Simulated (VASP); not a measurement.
**BeS: single point with LDA**

The system is BeS.

```
Be S
1.0
     0.00000    2.43431    2.43431
     2.43431    0.00000    2.43431
     2.43431    2.43431    0.00000
Be S
1 1
Direct
  0.00000 0.00000 0.00000
  0.25000 0.25000 0.25000
```

```yaml
Program: VASP 6.6.1
Task: single point
Functional: LDA
Potentials_or_basis: VASP PAW LDA potentials, release 64 (Be, S)
Cutoff: 520 eV
k_mesh: 10 × 10 × 10
Occupations: gaussian, width 0.01 eV
Spin: no spin polarisation
Dipole_correction: no
Further_INCAR_settings: ALGO = Normal; EDIFF = 1e-06; NBANDS = 11
```

```json
{
 "Pressure": "-4.2 GPa",
 "Band gap on the k mesh": "2.93 eV, indirect (least direct gap 5.55 eV)"
}
```

Levels at points of the mesh, in eV from the valence-band top:
```
           k point  band 1  band 2  band 3  band 4  band 5  band 6  band 7  band 8
(0.00, 0.00, 0.00)  -13.58    0.00    0.00    0.00    5.55    5.55    5.55    5.58
(0.50, 0.00, 0.00)  -11.98   -5.77   -1.03   -1.03    5.32    6.44    6.44   10.86
(0.50, 0.50, 0.00)  -11.44   -4.98   -2.63   -2.63    2.93    4.81   12.52   12.52
```

It took 17 s on 1 thread of Intel Xeon 8259CL (shared host), peak memory 0.14 GiB.

A k mesh can miss the band edges. A hybrid or GW would open this gap; LDA tends to underestimate it.
